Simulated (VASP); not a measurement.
# Si2Br (R-3m) in VASP: notebook, part 2 of 2

VASP 6.6.1. Earlier steps stand in the parts before.

**3. Single point, PBE**

This run uses another cell than the first one, of 25.43 Å³/atom.

INCAR reads:

```
SYSTEM = Si2Br
PREC     = Accurate       ! precision mode
ENCUT    = 520            ! plane-wave cutoff, eV
EDIFF    = 1E-6           ! SCF threshold, eV
ISMEAR   = 0              ! smearing method
SIGMA    = 0.1            ! smearing width, eV
LREAL    = .False.        ! projectors in reciprocal space
LASPH    = .True.         ! aspherical terms in the spheres
NELM     = 100            ! most SCF steps
ALGO     = Fast           ! electronic algorithm
ISIF     = 2              ! what is computed and relaxed
LWAVE    = .False.        ! write WAVECAR
LCHARG   = .False.        ! write CHGCAR
GGA      = PE             ! functional
NBANDS   = 14             ! bands
```

KPOINTS reads:

```
Automatic mesh
0
Gamma
  6 6 6
  0 0 0
```

POSCAR reads:

```
Si2Br
1.0
    1.9537199292      1.1279807271      5.7697149775
   -1.9537199292      1.1279807271      5.7697149775
    0.0000000000     -2.2559614541      5.7697149775
Si Br
2 1
Direct
    0.8528108809      0.8528108809      0.8528108809
    0.1471891191      0.1471891191      0.1471891191
    0.0000000000      0.0000000000      0.0000000000
```

Potentials or basis: VASP PAW PBE potentials, release 64 (Si, Br).

On the command line:

```sh
> cat potpaw_PBE.64/Si/POTCAR potpaw_PBE.64/Br/POTCAR > POTCAR
> mpirun -np 1 vasp_std > vasp.out
```

OUTCAR:

```text
SYSTEM = Si2Br
   PREC = Accurate
   ENCUT = 520
   EDIFF = 1E-6
   ISMEAR = 0
   LREAL = .False.
   LASPH = .True.
   NELM = 100
   ISIF = 2
   GGA = PE

 ion  position               nearest neighbor table
   1  0.853  0.853  0.853-   2 2.35   2 2.35   2 2.35   3 2.55
   2  0.147  0.147  0.147-   1 2.35   1 2.35   1 2.35   3 2.55
   3  0.000  0.000  0.000-   1 2.55   2 2.55

  LATTYP: Found a trigonal (rhomboedric) cell.
 ALAT       =     6.1950765132
 COS(alpha) =     0.8010878737

  Lattice vectors:
[... 601 lines left out ...]

  FORCE on cell =-STRESS in cart. coord.  units (eV):
  Direction    XX          YY          ZZ          XY          YZ          ZX
  --------------------------------------------------------------------------------------
  -------------------------------------------------------------------------------------
  Total       -0.0089139     -0.0089139      0.0191673      0.0000000      0.0000000      0.0000000
  in kB       -0.1872004     -0.1872004      0.4025330      0.0000000      0.0000000      0.0000000
  external PRESSURE =       0.0093774 kB  Pullay stress =       0.0000000 kB

 VOLUME and BASIS-vectors are now :
 -----------------------------------------------------------------------------
  energy-cutoff  :      520.00
  volume of cell :       76.29
      direct lattice vectors                 reciprocal lattice vectors
     1.953719929  1.127980727  5.769714977     0.255922045  0.147756662  0.057772929
    -1.953719929  1.127980727  5.769714977    -0.255922045  0.147756662  0.057772929
     0.000000000 -2.255961454  5.769714977     0.000000000 -0.295513323  0.057772929

 POSITION                                       TOTAL-FORCE (eV/Angst)
 -----------------------------------------------------------------------------------
      0.00000      0.00000     14.76143         0.000000     -0.000000     -0.017357
      0.00000      0.00000      2.54772         0.000000      0.000000      0.017357
      0.00000      0.00000      0.00000        -0.000000      0.000000      0.000000
 -----------------------------------------------------------------------------------
    total drift:                                0.000000      0.000000     -0.000000

  FREE ENERGIE OF THE ION-ELECTRON SYSTEM (eV)
  ---------------------------------------------------
  free  energy   TOTEN  =       -12.4092935322 eV

  energy  without entropy=      -12.4041472289  energy(sigma->0) =      -12.40672038
```

Run time: 2.1 min. Hardware: 1 thread of Oxide Virtual Turin-like, shared host; peak memory 0.28 GiB.

What came out:

| Property | Result |
| --- | --- |
| Free energy | -12.4093 eV |
| Pressure | 0.0 GPa |
| Largest force | 0.017 eV/Å |
| Band gap on the k mesh | zero (an odd number of electrons rules out a gap without spin polarisation) |

Forces in eV/Å, atoms in the order of the input:
```
Si   0.000  0.000 -0.017
Si   0.000  0.000  0.017
Br   0.000  0.000  0.000
```

Caveat: an odd number of electrons without spin polarisation forces a metal; a magnetic or distorted state may lie lower.

**4. Relaxation of cell and atoms, PBE**

INCAR reads:

```
SYSTEM = Si2Br
PREC = Accurate ; ENCUT = 600
EDIFF = 1E-6 ; ISMEAR = 0
SIGMA = 0.1 ; LREAL = .FALSE.
LASPH = .TRUE. ; NELM = 80
ALGO = Normal ; ISIF = 3
LWAVE = .FALSE. ; LCHARG = .FALSE.
GGA = PE ; IBRION = 2
NSW = 90 ; EDIFFG = -0.04
```

KPOINTS reads:

```
regular mesh
0
G
  6 6 6
  0 0 0
```

POSCAR reads:

```
Si2Br
1.0
    2.5190922900      1.4543986100      3.0547547900
   -2.5190922900      1.4543986100      3.0547547900
    0.0000000000     -2.9087972200      3.0547547900
Si Br
2 1
Direct
    0.8061600700      0.8061600700      0.8061600700
    0.1938399300      0.1938399300      0.1938399300
    0.0000000000      0.0000000000      0.0000000000
```

On the command line:

```sh
> cat potpaw_PBE.64/Si/POTCAR potpaw_PBE.64/Br/POTCAR > POTCAR
> mpirun -np 1 vasp_std > vasp.out
```

Run time: 17 min. Hardware: 1 thread of Oxide Virtual Turin-like, shared host; peak memory 0.21 GiB.

Results (log left out):

```yaml
Free_energy: -12.3743 eV
Relaxed_volume: 25.32 Å³/atom
Relaxed_cell: a = 6.182 Å, b = 6.182 Å, c = 6.182 Å, α = 36.81°, β = 36.81°, γ = 36.81°
Space_group_after_relaxing_to_0.1_Å: R-3m (No. 166)
Pressure_after_relaxing: 0.1 GPa
Largest_force_after_relaxing: 0.012 eV/Å
Band_gap_on_the_k_mesh: zero (an odd number of electrons rules out a gap without spin polarisation)
```

Forces in eV/Å, atoms in the order of the input:
```
Si   0.000  0.000 -0.012
Si   0.000  0.000  0.012
Br   0.000  0.000  0.000
```

Stress tensor (GPa, compression positive):
```
 0.22  0.00  0.00
 0.00  0.22  0.00
 0.00  0.00 -0.12
```

Final structure:
```xyz
3
Lattice="1.9517 1.1268 5.7565 -1.9517 1.1268 5.7565 0.0000 -2.2537 5.7565" Properties=species:S:1:pos:R:3 pbc="T T T"
Si    0.0000    0.0000   14.7246
Si    0.0000    0.0000    2.5448
Br    0.0000    0.0000    0.0000
```

Levels at points of the mesh, in eV from the Fermi level:
```
           k point  band 4  band 5  band 6  band 7  band 8  band 9  band 10  band 11
(0.00, 0.00, 0.00)   -1.85   -1.85   -1.04   -1.04    1.22    3.20     3.82     5.13
(0.50, 0.00, 0.00)   -5.08   -3.21   -2.41   -2.28    0.54    1.31     2.93     5.10
(0.50, 0.50, 0.00)   -4.51   -3.46   -3.07   -1.31   -0.85    1.20     3.56     5.20
(0.50, 0.50, 0.50)   -2.51   -2.18   -2.18   -0.45   -0.45    1.53     2.91     2.91
```

Caveat: a cell axis changed by over 15 % at a fixed basis, so the end point is rough; an odd number of electrons without spin polarisation forces a metal; a magnetic or distorted state may lie lower.

**5. Single point, PBE**

This run uses another cell than the first one, of 25.42 Å³/atom.

INCAR reads:

```
PREC = Accurate ; ENCUT = 520
EDIFF = 1E-7 ; ISMEAR = 0
SIGMA = 0.1 ; LREAL = F
LASPH = T ; NELM = 80
ALGO = Fast ; ISIF = 2
LWAVE = F ; LCHARG = T
GGA = PE ; LELF = T
LVHAR = T ; NBANDS = 14
```

KPOINTS reads:

```
regular mesh
0
Gamma
  12 12 12
```

POSCAR reads:

```
Si2Br
1.0
    1.9531844698      1.1276715794      5.7701319114
   -1.9531844698      1.1276715794      5.7701319114
    0.0000000000     -2.2553431588      5.7701319114
Si Br
2 1
Direct
    0.8528029514      0.8528029514      0.8528029514
    0.1471970486      0.1471970486      0.1471970486
    0.0000000000      0.0000000000      0.0000000000
```

On the command line:

```sh
> cat potpaw_PBE.64/Si/POTCAR potpaw_PBE.64/Br/POTCAR > POTCAR
> mpirun -np 1 vasp_std > vasp.out
```

It took 7.2 min on 1 thread of Oxide Virtual Turin-like, shared host; peak memory 0.42 GiB.

Results (log left out):

| Item | Value |
| --- | --- |
| Free energy | -12.4166 eV |
| Pressure | 0.0 GPa |
| Largest force | 0.012 eV/Å |
| Band gap on the k mesh | zero (an odd number of electrons rules out a gap without spin polarisation) |

Forces in eV/Å, atoms in the order of the input:
```
Si   0.000  0.000 -0.012
Si   0.000  0.000  0.012
Br   0.000  0.000  0.000
```

Levels at points of the mesh, in eV from the Fermi level:
```
           k point  band 4  band 5  band 6  band 7  band 8  band 9  band 10  band 11  band 12  band 13
(0.00, 0.00, 0.00)   -1.94   -1.94   -1.13   -1.13    1.11    2.58     3.11     3.11     3.67     5.03
(0.50, 0.00, 0.00)   -5.17   -3.30   -2.49   -2.36    0.43    1.23     2.78     4.98     6.45     6.74
(0.50, 0.50, 0.00)   -4.60   -3.55   -3.15   -1.40   -0.96    1.11     3.42     5.09     6.64     7.35
(0.50, 0.50, 0.50)   -2.63   -2.26   -2.26   -0.54   -0.54    1.43     2.82     2.82     6.06     7.24
```

Caveat: an odd number of electrons without spin polarisation forces a metal; a magnetic or distorted state may lie lower.

**6. Relaxation of cell and atoms, PBE**

This run uses another cell than the first one, of 25.43 Å³/atom.

INCAR reads:

```
SYSTEM = Si2Br
ALGO     = Fast           ! electronic algorithm
EDIFF    = 1E-7           ! SCF threshold, eV
EDIFFG   = -0.01          ! ionic threshold
ENCUT    = 600            ! plane-wave cutoff, eV
GGA      = PE             ! functional
IBRION   = 2              ! ionic algorithm
ISIF     = 3              ! what is computed and relaxed
ISMEAR   = 0              ! smearing method
LASPH    = .TRUE.         ! aspherical terms in the spheres
LCHARG   = .FALSE.        ! write CHGCAR
LREAL    = .FALSE.        ! projectors in reciprocal space
LWAVE    = .FALSE.        ! write WAVECAR
NELM     = 80             ! most SCF steps
NSW      = 100            ! ionic steps
PREC     = Accurate       ! precision mode
SIGMA    = 0.1            ! smearing width, eV
```

KPOINTS reads:

```
k-points
0
G
  12 12 12
  0 0 0
```

POSCAR reads:

```
Si2Br
1.0
    1.9537199292      1.1279807271      5.7697149775
   -1.9537199292      1.1279807271      5.7697149775
    0.0000000000     -2.2559614541      5.7697149775
Si Br
2 1
Direct
    0.8528108809      0.8528108809      0.8528108809
    0.1471891191      0.1471891191      0.1471891191
    0.0000000000      0.0000000000      0.0000000000
```

Potentials or basis: VASP PAW PBE potentials, release 64 (Si, Br).

On the command line:

```sh
> cat potpaw_PBE.64/Si/POTCAR potpaw_PBE.64/Br/POTCAR > POTCAR
> mpirun -np 1 vasp_std > vasp.out
```

It took 8.9 min on 1 thread of Oxide Virtual Turin-like, shared host; peak memory 0.45 GiB.

Results (log left out):

```
Free energy                           : -12.4167 eV
Relaxed volume                        : 25.40 Å³/atom
Relaxed cell                          : a = 6.195 Å, b = 6.195 Å, c = 6.195 Å, α = 36.74°, β = 36.74°, γ = 36.74°
Space group after relaxing (to 0.1 Å) : R-3m (No. 166)
Energy gained by relaxing             : 0.0 meV/atom
Ionic steps                           : 2
Pressure after relaxing               : 0.0 GPa
Band gap on the k mesh                : zero (an odd number of electrons rules out a gap without spin polarisation)
```

Final structure:
```
Si Br
1.0
     1.95246    1.12725    5.76970
    -1.95246    1.12725    5.76970
     0.00000   -2.25450    5.76970
Si Br
2 1
Cartesian
  0.0000 0.0000 14.7606
  0.0000 0.0000 2.5485
  0.0000 0.0000 0.0000
```

Levels at points of the mesh, in eV from the Fermi level:
```csv
k point,band 5,band 6,band 7,band 8,band 9,band 10,band 11
"(0.00, 0.00, 0.00)",-1.93,-1.13,-1.13,1.11,2.59,3.11,3.11
"(0.50, 0.00, 0.00)",-3.30,-2.50,-2.36,0.43,1.23,2.78,4.99
"(0.50, 0.50, 0.00)",-3.55,-3.15,-1.40,-0.96,1.11,3.42,5.09
"(0.50, 0.50, 0.50)",-2.25,-2.25,-0.55,-0.55,1.43,2.82,2.82
```

Caveat: an odd number of electrons without spin polarisation forces a metal; a magnetic or distorted state may lie lower.

**7. Summary**

| task | cell | k mesh | cutoff (eV) | gap on the mesh (eV) | pressure (GPa) | relaxed volume (Å³/atom) | largest force (eV/Å) |
| --- | --- | --- | --- | --- | --- | --- | --- |
| single point | a = 4.218 Å, angles 73.3°, 3 atoms, atomic positions A | 6 × 6 × 6 | 520 | none | 51.9 | - | 16.20 |
| single point | a = 6.195 Å, angles 36.8°, 3 atoms, atomic positions B | 6 × 6 × 6 | 520 | none | 0.0 | - | 0.02 |
| relaxation of cell and atoms | relaxed from a = 4.218 Å, angles 73.3°, 3 atoms, atomic positions A | 6 × 6 × 6 | 600 | none | 0.1 | 25.32 | 0.01 |
| single point | a = 6.195 Å, angles 36.8°, 3 atoms, atomic positions B | 12 × 12 × 12 | 520 | none | 0.0 | - | 0.01 |
| relaxation of cell and atoms | relaxed from a = 6.195 Å, angles 36.8°, 3 atoms, atomic positions B | 12 × 12 × 12 | 600 | none | 0.0 | 25.40 | - |

Alike in all rows: level PBE; potentials or basis VASP PAW PBE potentials, release 64 (Si, Br); no spin polarisation; smearing gaussian 0.1 eV.

Caveats: an odd number of electrons without spin polarisation forces a metal; a magnetic or distorted state may lie lower; the stress differs along the axes, from 4 to 148 GPa (at least some runs); a cell axis changed by over 15 % at a fixed basis, so the end point is rough (at least some runs).

Total energies depend on the potentials used, so only differences within one code and one set of settings carry meaning.
